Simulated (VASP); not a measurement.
# Ba (P6_3/mmc) in VASP: relaxation of cell and atoms with PBE

Aim: the relaxation of cell and atoms of Ba with PBE.

All numbers are computed with VASP 6.6.1; they aren't measurements. Logs are shortened: lines on timing, memory, paths and dates and some standing lists are left out, and cuts for length are marked.

## (1) The cell of the first run

It takes space group P6_3/mmc (No. 194, hexagonal). Conventional cell: a = 3.535 Å, b = 3.535 Å, c = 11.489 Å, α = 90.00°, β = 90.00°, γ = 120.00°. Ba (site symmetry -3m) has 12 Ba at 3.52 to 3.54 Å within 4.6 Å. Ba (site symmetry -6m2) has 12 Ba at 3.52 to 3.54 Å within 4.6 Å.

This isn't the form of Ba at room conditions, which is bcc.

## (2) Relaxation of cell and atoms, PBE, target pressure 14 GPa, at which the enthalpy is minimised

Contents of INCAR:

```
PREC = Accurate
ENCUT = 600
EDIFF = 1E-6
ISMEAR = -1
SIGMA = 0.05
LREAL = F
LASPH = T
NELM = 80
ALGO = Normal
ISIF = 3
LWAVE = F
LCHARG = F
GGA = PE
IBRION = 2
NSW = 60
EDIFFG = -0.005
PSTRESS = 140.0
```

Contents of KPOINTS:

```
regular mesh
0
Gamma
  10 10 3
```

Contents of POSCAR:

```
Ba
1.0
    3.5350012142      0.0000000000      0.0000000000
   -1.7675006071      3.0614008539      0.0000000000
    0.0000000000      0.0000000000     11.4887539462
Ba
4
Direct
    0.0000000000      0.0000000000      0.0000000000
    0.0000000000      0.0000000000      0.5000000000
    0.3333333333      0.6666666667      0.2500000000
    0.6666666667      0.3333333333      0.7500000000
```

Potentials or basis: VASP PAW PBE potentials, release 64 (Ba_sv).

Launch:

```console
> cat potpaw_PBE.64/Ba_sv/POTCAR > POTCAR
> mpirun -np 1 vasp_std > vasp.out
```

OUTCAR:

```text
PREC = Accurate
   ENCUT = 600
   EDIFF = 1E-6
   ISMEAR = -1
   LREAL = F
   LASPH = T
   NELM = 80
   ISIF = 3
   GGA = PE
   IBRION = 2
   NSW = 60
   EDIFFG = -0.005
   PSTRESS = 140.0

 ion  position               nearest neighbor table
   1  0.000  0.000  0.000-   3 3.52   4 3.52   3 3.52   4 3.52   4 3.52   3 3.52
   2  0.000  0.000  0.500-   3 3.52   4 3.52   3 3.52   4 3.52   4 3.52   3 3.52
   3  0.333  0.667  0.250-   1 3.52   2 3.52   1 3.52   2 3.52   1 3.52   2 3.52
   4  0.667  0.333  0.750-   1 3.52   2 3.52   1 3.52   2 3.52   1 3.52   2 3.52

  LATTYP: Found a hexagonal cell.
 ALAT       =     3.5350012142
 C/A-ratio  =     3.2500000000

  Lattice vectors:

 A1 = (   3.5350012142,   0.0000000000,   0.0000000000)
 A2 = (  -1.7675006071,   3.0614008539,   0.0000000000)
 A3 = (   0.0000000000,   0.0000000000,  11.4887539462)

Analysis of symmetry for initial positions (statically):
=====================================================================
 Subroutine PRICEL returns:
 Original cell was already a primitive cell.

 Routine SETGRP: Setting up the symmetry group for a
 hexagonal supercell.

 Subroutine GETGRP returns: Found 24 space group operations
 (whereof 12 operations were pure point group operations)
 out of a pool of 24 trial point group operations.

The static configuration has the point symmetry D_3d.
 The point group associated with its full space group is D_6h.

Analysis of symmetry for dynamics (positions and initial velocities):
=====================================================================
 Subroutine PRICEL returns:
 Original cell was already a primitive cell.

 Routine SETGRP: Setting up the symmetry group for a
 hexagonal supercell.

 Subroutine GETGRP returns: Found 24 space group operations
 (whereof 12 operations were pure point group operations)
 out of a pool of 24 trial point group operations.

The dynamic configuration has the point symmetry D_3d.
 The point group associated with its full space group is D_6h.

 Subroutine INISYM returns: Found 24 space group operations
 (whereof 12 operations are pure point group operations),
 and found     1 'primitive' translations

----------------------------------------------------------------------------------------

                                     Primitive cell

  volume of cell :     124.3319

  direct lattice vectors                    reciprocal lattice vectors
     3.535001214  0.000000000  0.000000000     0.282885334  0.163323924  0.000000000
    -1.767500607  3.061400854  0.000000000     0.000000000  0.326647848  0.000000000
     0.000000000  0.000000000 11.488753946     0.000000000  0.000000000  0.087041641

  length of vectors
     3.535001214  3.535001214 11.488753946     0.326647848  0.326647848  0.087041641

  position of ions in fractional coordinates (direct lattice)
     0.000000000  0.000000000  0.000000000
     0.000000000  0.000000000  0.500000000
     0.333333333  0.666666667  0.250000000
     0.666666667  0.333333333  0.750000000

  ion indices of the primitive-cell ions
   primitive index   ion index
                 1           1
                 2           2
                 3           3
                 4           4

----------------------------------------------------------------------------------------

 KPOINTS: regular mesh

Automatic generation of k-mesh.
 Grid dimensions read from file:
 generate k-points for:   10   10    3

 Generating k-lattice:

  Cartesian coordinates                     Fractional coordinates (reciprocal lattice)
     0.028288533  0.016332392  0.000000000     0.100000000 -0.000000000  0.000000000
     0.000000000  0.032664785  0.000000000     0.000000000  0.100000000  0.000000000
     0.000000000  0.000000000  0.029013880     0.000000000  0.000000000  0.333333333

  Length of vectors
     0.032664785  0.032664785  0.029013880

  Shift w.r.t. Gamma in fractional coordinates (k-lattice)
     0.000000000  0.000000000  0.000000000

 Subroutine IBZKPT returns following result:
 ===========================================

 Found     28 irreducible k-points:

 Following reciprocal coordinates:
            Coordinates               Weight
  0.000000  0.000000  0.000000      1.000000
  0.100000  0.000000  0.000000      6.000000
  0.200000  0.000000  0.000000      6.000000
  0.300000  0.000000  0.000000      6.000000
  0.400000  0.000000  0.000000      6.000000
  0.500000  0.000000  0.000000      3.000000
[... 16 lines left out ...]
  0.300000  0.100000  0.333333     24.000000
  0.400000  0.100000  0.333333     24.000000
 [... further k-points ...]
   k-points           NKPTS =     28   k-points in BZ     NKDIM =     28   number of bands    NBANDS=     24
   number of dos      NEDOS =    301   number of ions     NIONS =      4
   total plane-waves  NPLWV =  75264
   dimension x,y,z NGX =    28 NGY =   28 NGZ =   96
   dimension x,y,z NGXF=    56 NGYF=   56 NGZF=  192
   ions per type =               4
   NGX,Y,Z   is equivalent  to a cutoff of  13.17, 13.17, 13.89 a.u.
   NGXF,Y,Z  is equivalent  to a cutoff of  26.34, 26.34, 27.78 a.u.
 SYSTEM =  unknown system
   PREC   = accura    normal or accurate (medium, high low for compatibility)
   ISTART =      0    job   : 0-new  1-cont  2-samecut
   ICHARG =      2    charge: 1-file 2-atom 10-const
   ISPIN  =      1    spin polarized calculation?
   LNONCOLLINEAR =      F non collinear calculations
   LSORBIT =      F    spin-orbit coupling
   LASPH  =      T    aspherical Exc in radial PAW
   ENCUT  =  600.0 eV  44.10 Ry    6.64 a.u.   7.06  7.06 22.95*2*pi/ulx,y,z
   NELM   =     80;   NELMIN=  2; NELMDL= -5     # of ELM steps
   EDIFF  = 0.1E-05   stopping-criterion for ELM
   LREAL  =      F    real-space projection
   EDIFFG = -.5E-02   stopping-criterion for IOM
   NSW    =     60    number of steps for IOM
   IBRION =      2    ionic relax: 0-MD 1-quasi-New 2-CG
   NFREE  =      1    steps in history (QN), initial steepest desc. (CG)
   ISIF   =      3    stress and relaxation
   ISYM   =      2    0-nonsym 1-usesym 2-fastsym
   POTIM  = 0.5000    time-step for ionic-motion
   TEBEG  =    0.0;   TEEND  =   0.0 temperature during run
   PSTRESS=  140.0 pullay stress
   NELECT =      40.0000    total number of electrons
   NUPDOWN=      -1.0000    fix difference up-down
   EMIN   =  10.00;   EMAX   =-10.00  energy-range for DOS
   EFERMI =   0.00;   METHOD = LEGACY
   ISMEAR =    -1;   SIGMA  =   0.05  broadening in eV -4-tet -1-fermi 0-gaus
   EFERMI_NEDOS =   21; number of points for ismear=-14 and -15
   IALGO  =     38    algorithm
   IMIX   =      4    mixing-type and parameters
     AMIX     =   0.40;   BMIX     =  1.00
     AMIX_MAG =   1.60;   BMIX_MAG =  1.00
  volume/ion in A,a.u.               =      31.08       209.76
  Fermi-wavevector in a.u.,A,eV,Ry     =   1.121762  2.119822 17.120881  1.258349
  Thomas-Fermi vector in A             =   2.258417
   LORBIT       =      0    0 simple, 1 ext, 2 COOP (PROOUT), +10 PAW based schemes
   GGA     = PE    functional components
   LHFCALC =     F    Hartree Fock is set to
   AEXX    =    0.0000 exact exchange contribution
   IVDW    =     0    specifies the selected vdW correction
   LEPSILON=     F    determine dielectric tensor
   LRPA    =     F    only Hartree local field effects (RPA)
 conjugate gradient relaxation of ions
 non-spin polarized calculation
  energy-cutoff  :      600.00
  volume of cell :      124.33
 maximum number of plane-waves:      4172
   NGX = 15   NGY = 15   NGZ = 45

--------------------------------------- Ionic step        1  -------------------------------------------

 number of electron      39.9999998 magnetization

 Free energy of the ion-electron system (eV)
  ---------------------------------------------------
  ext. energy  EPLUGINS =         0.00000000
  ---------------------------------------------------
  free energy    TOTEN  =        -3.61674773 eV

  energy without entropy =       -3.56925667  energy(sigma->0) =       -3.59300220

 E-fermi :   4.9469     XC(G=0): -10.0775

 val. band max:        4.9330389468   @ k =   0.3000   0.1000   0.0000
 cond. band min:       4.9686442080   @ k =   0.3000   0.0000   0.0000
 fundamental gap:      0.0356052612
 Fermi energy:         4.9468581837

 k-point     1 :       0.0000    0.0000    0.0000
  band No.  band energies     occupation
      1     -23.7072      2.00000
      2     -23.4210      2.00000
      3     -23.3915      2.00000
      4     -23.0731      2.00000
      5     -10.3473      2.00000
      6      -8.9361      2.00000
[... 16 lines left out ...]
     23       7.0742      0.00000
     24       7.0761      0.00000

 k-point     2 :       0.1000    0.0000    0.0000
  band No.  band energies     occupation
      1     -23.6590      2.00000
      2     -23.3832      2.00000
      3     -23.3536      2.00000
      4     -23.0482      2.00000
      5     -10.2617      2.00000
      6      -8.9575      2.00000
[... 16 lines left out ...]
     23       6.6962      0.00000
     24       6.7866      0.00000
[... 727 lines left out ...]
 VOLUME and BASIS-vectors are now :
 -----------------------------------------------------------------------------
  energy-cutoff  :      600.00
  volume of cell :      128.28
      direct lattice vectors                 reciprocal lattice vectors
     3.579808846 -0.000000000 -0.000000000     0.279344525  0.161279636 -0.000000000
    -1.789904423  3.100205401  0.000000000     0.000000000  0.322559273  0.000000000
     0.000000000 -0.000000000 11.558460501    -0.000000000 -0.000000000  0.086516712

 POSITION                                       TOTAL-FORCE (eV/Angst)
 -----------------------------------------------------------------------------------
      0.00000      0.00000      0.00000        -0.000000     -0.000000      0.000000
      0.00000     -0.00000      5.77923        -0.000000      0.000000      0.000000
     -0.00000      2.06680      2.88962        -0.000000      0.000000      0.000000
      1.78990      1.03340      8.66885         0.000000     -0.000000     -0.000000
 -----------------------------------------------------------------------------------
    total drift:                                0.000000     -0.000000      0.000000

  FREE ENERGIE OF THE ION-ELECTRON SYSTEM (eV)
  ---------------------------------------------------
  free  energy   TOTEN  =        -3.9794268053 eV

  energy  without entropy=       -3.9309215746  energy(sigma->0) =       -3.95517419

  enthalpy is  TOTEN    =         7.2295959779 eV   P V=       11.2090227832

--------------------------------------- Ionic step        5  -------------------------------------------

 number of electron      39.9999998 magnetization

 Free energy of the ion-electron system (eV)
  ---------------------------------------------------
  ext. energy  EPLUGINS =         0.00000000
  ---------------------------------------------------
  free energy    TOTEN  =        -3.97667592 eV

  energy without entropy =       -3.92813196  energy(sigma->0) =       -3.95240394

 E-fermi :   4.7531     XC(G=0):  -9.9420

 val. band max:        4.7498398101   @ k =   0.3000   0.0000   0.3333
 cond. band min:       4.7595962641   @ k =   0.4000   0.1000   0.0000
 fundamental gap:      0.0097564540
 Fermi energy:         4.7531359513

 k-point     1 :       0.0000    0.0000    0.0000
  band No.  band energies     occupation
      1     -23.8467      2.00000
      2     -23.5866      2.00000
      3     -23.5416      2.00000
      4     -23.2534      2.00000
      5     -10.4310      2.00000
      6      -9.0990      2.00000
[... 16 lines left out ...]
     23       6.8198      0.00000
     24       6.8204      0.00000

 k-point     2 :       0.1000    0.0000    0.0000
  band No.  band energies     occupation
      1     -23.8036      2.00000
      2     -23.5535      2.00000
      3     -23.5084      2.00000
      4     -23.2324      2.00000
      5     -10.3507      2.00000
      6      -9.1242      2.00000
[... 16 lines left out ...]
     23       6.4546      0.00000
     24       6.5375      0.00000
[... 599 lines left out ...]
  FORCE on cell =-STRESS in cart. coord.  units (eV):
  Direction    XX          YY          ZZ          XY          YZ          ZX
  --------------------------------------------------------------------------------------
  -------------------------------------------------------------------------------------
  Total       11.2062083     11.2062083     11.2039080     -0.0000000      0.0000000      0.0000000
  in kB      140.0014544    140.0014544    139.9727163     -0.0000000      0.0000000      0.0000000
  external PRESSURE =      -0.0081250 kB  Pullay stress =     140.0000000 kB

 VOLUME and BASIS-vectors are now :
 -----------------------------------------------------------------------------
  energy-cutoff  :      600.00
  volume of cell :      128.24
      direct lattice vectors                 reciprocal lattice vectors
     3.583899170 -0.000000000 -0.000000000     0.279025707  0.161095567 -0.000000000
    -1.791949585  3.103747725  0.000000000     0.000000000  0.322191134  0.000000000
     0.000000000 -0.000000000 11.529076672    -0.000000000 -0.000000000  0.086737215

 POSITION                                       TOTAL-FORCE (eV/Angst)
 -----------------------------------------------------------------------------------
      0.00000      0.00000      0.00000         0.000000      0.000000     -0.000000
      0.00000     -0.00000      5.76454         0.000000      0.000000     -0.000000
     -0.00000      2.06917      2.88227        -0.000000      0.000000      0.000000
      1.79195      1.03458      8.64681         0.000000     -0.000000     -0.000000
 -----------------------------------------------------------------------------------
    total drift:                                0.000000     -0.000000      0.000000

  FREE ENERGIE OF THE ION-ELECTRON SYSTEM (eV)
  ---------------------------------------------------
  free  energy   TOTEN  =        -3.9766759212 eV

  energy  without entropy=       -3.9281319632  energy(sigma->0) =       -3.95240394

  enthalpy is  TOTEN    =         7.2294159218 eV   P V=       11.2060918430

 reached required accuracy - stopping structural energy minimisation
```

Run time: 4.2 min. Hardware: 1 thread of Intel Xeon Platinum 8259CL at 2.50GHz (Skylake/Cascade Lake), shared host; peak memory 0.31 GiB.

Results:

```
Free energy                                                : -3.9767 eV
Relaxed volume                                             : 32.06 Å³/atom
Relaxed cell                                               : a = 3.584 Å, b = 3.584 Å, c = 11.529 Å, α = 90.00°, β = 90.00°, γ = 120.00°
Space group after relaxing (to 0.1 Å)                      : P6_3/mmc (No. 194)
Energy change on relaxing (the run minimises the enthalpy) : -90.0 meV/atom
Ionic steps                                                : 5
Pressure after relaxing                                    : 14.0 GPa
Band gap on the k mesh                                     : zero (bands 20 and 21 overlap by 1.21 eV)
```

The path:
| step | energy change (eV) | largest force (eV/Å) | pressure (GPa) | volume (Å³) |
| --- | --- | --- | --- | --- |
| 1 | 0.0000 | 0.0000 | 15.42 | 124.33 |
| 2 | -0.4547 | 0.0000 | 13.64 | 129.35 |
| 3 | -0.3646 | 0.0000 | 13.98 | 128.30 |
| 4 | -0.3627 | 0.0000 | 13.99 | 128.28 |
| 5 | -0.3599 | 0.0000 | 14.00 | 128.24 |

Final structure:
```
CELL_PARAMETERS angstrom
3.58390 0.00000 0.00000
-1.79195 3.10375 0.00000
0.00000 0.00000 11.52908
ATOMIC_POSITIONS crystal
Ba 0.00000 0.00000 0.00000
Ba 0.00000 0.00000 0.50000
Ba 0.33333 0.66667 0.25000
Ba 0.66667 0.33333 0.75000
```

Caveat: the cell is relaxed towards a set pressure, so the run minimises the enthalpy, not the energy; spin-orbit coupling is left out, which moves the levels of the heavy elements.
